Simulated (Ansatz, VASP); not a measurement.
One calculation of Hf2Si, two programs

```
CELL_PARAMETERS angstrom
-3.27535 3.27535 2.58282
3.27535 -3.27535 2.58282
3.27535 3.27535 -2.58282
ATOMIC_POSITIONS crystal
Hf 0.84351 0.65649 0.50000
Hf 0.34351 0.84351 0.18703
Hf 0.15649 0.34351 0.50000
Hf 0.65649 0.15649 0.81297
Si 0.75000 0.75000 0.00000
Si 0.25000 0.25000 0.00000
```

Alike in both runs: task single point; functional r2SCAN; k mesh 6 × 6 × 6; occupations gaussian, width 0.1 eV; no spin polarisation.

```csv
,VASP,Ansatz
version,VASP 6.6.1,Ansatz 0.2.0
potentials or method,"VASP PAW PBE potentials, release 64 (Hf_pv, Si), cutoff 520 eV","scalar-relativistic, plane waves, PAW"
valence electrons in the cell,48,112
```

Ansatz gave:

| Quantity | Value |
| --- | --- |
| gap on the k mesh at the Fermi level (eV) | none |
| pressure (GPa) | 0.5 |
| traceless stress, the component that is largest in VASP (GPa) | 0.08 |
| rms of the force components (eV/Å) | 0.007 |

Problem. What did VASP give for the same quantities?

Solution. gap on the k mesh at the Fermi level (eV): none; pressure (GPa): 0.0; traceless stress, the component that is largest in VASP (GPa): 0.05; rms of the force components (eV/Å): 0.002.

VASP's potentials were made for PBE, not for r2SCAN. Atom by atom the forces differ by 0.005 eV/Å (rms over components). A gap of «none» marks a metal or a gap that the smearing closes. VASP's potentials hold 48 valence electrons a cell and Ansatz's 112, so a difference there can come from the potentials and not from the codes.

Neither program's run includes spin-orbit coupling.
